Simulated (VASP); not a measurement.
Wanted: the native input for a VASP 6.6.1 run.

| Item | Value |
| --- | --- |
| Task | single point |
| Functional | PBE |
| Potentials or basis | VASP PAW PBE potentials, release 64 (Zr_sv) |
| Cutoff | 520 eV |
| k mesh | 1 × 1 × 7 |
| Occupations | gaussian, width 0.05 eV |
| Spin | no spin polarisation |
| Dipole correction | no |
| Further INCAR settings | ALGO = Normal; EDIFF = 1e-06; NBANDS = 45 |

The structure of Zr lies in POSCAR:

```
Zr
1.0
   13.8000000000      0.0000000000      0.0000000000
    0.0000000000     14.0000000000      0.0000000000
    0.0000000000      0.0000000000      3.1003308219
Zr
6
Direct
    0.5247620491      0.3023716937      0.2500000000
    0.3291025357      0.6053644148      0.2500000000
    0.5811293777      0.5511152015      0.2500000000
    0.4188706223      0.4488847985      0.7500000000
    0.6708974643      0.3946355852      0.7500000000
    0.4752379509      0.6976283063      0.7500000000
```

One way to write it, as run:

INCAR

```
SYSTEM = Zr
ALGO = Normal
EDIFF = 1E-6
ENCUT = 520
GGA = PE
ISIF = 2
ISMEAR = 0
LASPH = .True.
LCHARG = .True.
LELF = .True.
LREAL = .False.
LVHAR = .True.
LWAVE = .False.
NBANDS = 45
NELM = 60
PREC = Accurate
SIGMA = 0.05
```

KPOINTS

```
k-points
0
Gamma
  1 1 7
  0 0 0
```

Potentials or basis: VASP PAW PBE potentials, release 64 (Zr_sv).

The run is started by

```console
$ cat potpaw_PBE.64/Zr_sv/POTCAR > POTCAR
$ mpirun -np 1 vasp_std > vasp.out
```

It gave:

The largest force is 0.005 eV/Å and the band gap on the k mesh is zero (bands 36 and 37 overlap by 0.17 eV).

Run time: 2.1 min on 1 thread of Intel(R) Xeon(R) 6975P-C (Granite Rapids) (shared host), peak memory 0.56 GiB.
